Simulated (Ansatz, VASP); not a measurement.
Be2H3O in VASP and in Ansatz

Contents of INCAR:

```
PREC = Accurate
ENCUT = 600
EDIFF = 1E-6
ISMEAR = 0
SIGMA = 0.02
LREAL = False
LASPH = True
NELM = 60
ALGO = Normal
ISIF = 3
LWAVE = False
LCHARG = False
GGA = PE
IBRION = 2
NSW = 100
EDIFFG = -0.01
```

KPOINTS

```
regular mesh
0
Gamma
  12 12 2
```

Contents of POSCAR:

```
Be2H3O
1.0
    2.6015563940      0.0000000000      0.0000000000
   -1.3007781970      2.2530139265      0.0000000000
    0.0000000000      0.0000000000     20.8854203349
Be H O
4 6 2
Direct
    0.6666666667      0.3333333333      0.8293731835
    0.0000000000      0.0000000000      0.6194692413
    0.3333333333      0.6666666667      0.1706268165
    0.0000000000      0.0000000000      0.3805307587
    0.0000000000      0.0000000000      0.0178219833
    0.0000000000      0.0000000000      0.9821780167
    0.6666666667      0.3333333333      0.6579218805
    0.3333333333      0.6666666667      0.5810032169
    0.3333333333      0.6666666667      0.3420781195
    0.6666666667      0.3333333333      0.4189967831
    0.3333333333      0.6666666667      0.8293702179
    0.6666666667      0.3333333333      0.1706297821
```

Input for Ansatz:

```yaml
crystal:
  lattice:
    - [2.601556394, 0.0, 0.0]
    - [-1.300778197, 2.2530139265, 0.0]
    - [0.0, 0.0, 20.8854203349]
  atoms:
    - { symbol: Be, position: [0.6666666667, 0.3333333333, 0.8293731835] }
    - { symbol: Be, position: [0.0, 0.0, 0.6194692413] }
    - { symbol: Be, position: [0.3333333333, 0.6666666667, 0.1706268165] }
    - { symbol: Be, position: [0.0, 0.0, 0.3805307587] }
    - { symbol: H, position: [0.0, 0.0, 0.0178219833] }
    - { symbol: H, position: [0.0, 0.0, 0.9821780167] }
    - { symbol: H, position: [0.6666666667, 0.3333333333, 0.6579218805] }
    - { symbol: H, position: [0.3333333333, 0.6666666667, 0.5810032169] }
    - { symbol: H, position: [0.3333333333, 0.6666666667, 0.3420781195] }
    - { symbol: H, position: [0.6666666667, 0.3333333333, 0.4189967831] }
    - { symbol: O, position: [0.3333333333, 0.6666666667, 0.8293702179] }
    - { symbol: O, position: [0.6666666667, 0.3333333333, 0.1706297821] }
basis:
  ecutwfc: 420
kpoints:
  mp_grid: { grid: [12, 12, 2] }
hamiltonian:
  xc: pbe
scf:
  occupations: { method: gaussian, width: 0.02 }
output:
  forces: true
  stress: true
  eigenvalues: true
relax:
  adjacent_minimum: "off"
  f_tol: 0.01
  max_steps: 80
  cell: { stress_tol: 0.05 }
```

Alike in both runs: task relaxation of cell and atoms; functional PBE; k mesh 12 × 12 × 2; occupations gaussian, width 0.02 eV; no spin polarisation.

```csv
,VASP,Ansatz
version,VASP 6.6.1,Ansatz 0.2.0
potentials or method,"VASP PAW PBE potentials, release 64 (Be, H, O), cutoff 600 eV","scalar-relativistic, plane waves, PAW"
valence electrons in the cell,26,26
```

```tsv
	VASP	Ansatz	Ansatz less VASP
gap on the k mesh at the Fermi level, each at its own relaxed structure (eV)	4.20	4.21	+0.007
relaxed volume (Å³/atom)	10.18	10.20	+0.020
relaxed length of the cell vector where the two differ most in proportion (Å)	2.600	2.602	+0.0018
```
